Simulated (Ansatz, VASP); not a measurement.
## One calculation of SrCl2, two programs

INCAR

```
SYSTEM = SrCl2
PREC = Accurate ; ENCUT = 500
EDIFF = 1E-7 ; ISMEAR = 0
SIGMA = 0.02 ; LREAL = .False.
LASPH = .True. ; NELM = 120
ALGO = Normal ; ISIF = 3
LWAVE = .False. ; LCHARG = .False.
GGA = PE ; IVDW = 12
IBRION = 2 ; NSW = 100
EDIFFG = -0.005 ; GGA_COMPAT = .False.
NELMIN = 4
```

File KPOINTS:

```
Automatic mesh
0
Gamma
  6 6 6
  0 0 0
```

The input POSCAR:

```
SrCl2
1.0
    0.0000000000      3.4855000000      3.4855000000
    3.4855000000      0.0000000000      3.4855000000
    3.4855000000      3.4855000000      0.0000000000
Sr Cl
1 2
Direct
    0.0000000000      0.0000000000      0.0000000000
    0.2500000000      0.2500000000      0.2500000000
    0.7500000000      0.7500000000      0.7500000000
```

Input for Ansatz:

```yaml
crystal:
  lattice:
    - [0.0, 3.4855, 3.4855]
    - [3.4855, 0.0, 3.4855]
    - [3.4855, 3.4855, 0.0]
  atoms:
    - { symbol: Sr, position: [0.0, 0.0, 0.0] }
    - { symbol: Cl, position: [0.25, 0.25, 0.25] }
    - { symbol: Cl, position: [0.75, 0.75, 0.75] }
basis:
  ecutwfc: 420
kpoints:
  mp_grid: { grid: [6, 6, 6] }
hamiltonian:
  xc: pbe
  dispersion: d3bj
scf:
  occupations: { method: gaussian, width: 0.02 }
output:
  forces: true
  stress: true
  eigenvalues: true
relax:
  adjacent_minimum: "off"
  f_tol: 0.005
  max_steps: 80
  cell: { stress_tol: 0.05 }
```

Alike in both runs: task relaxation of cell and atoms; functional PBE; dispersion D3(BJ); k mesh 6 × 6 × 6; occupations gaussian, width 0.02 eV; no spin polarisation.

|  | VASP | Ansatz |
| --- | --- | --- |
| version | VASP 6.6.1 | Ansatz 0.2.0 |
| potentials or method | VASP PAW PBE potentials, release 64 (Sr_sv, Cl), cutoff 500 eV | scalar-relativistic, plane waves, PAW |
| valence electrons in the cell | 24 | 24 |

VASP gave:

| Property | Result |
| --- | --- |
| gap on the k mesh at the Fermi level, each at its own relaxed structure (eV) | 5.36 |
| relaxed volume (Å³/atom) | 28.12 |
| relaxed cell length with the largest relative difference (Å) | 4.923 |

Question: Estimate Ansatz's values.

Answer: gap on the k mesh at the Fermi level, each at its own relaxed structure (eV): 5.38; relaxed volume (Å³/atom): 28.06; relaxed cell length with the largest relative difference (Å): 4.920.
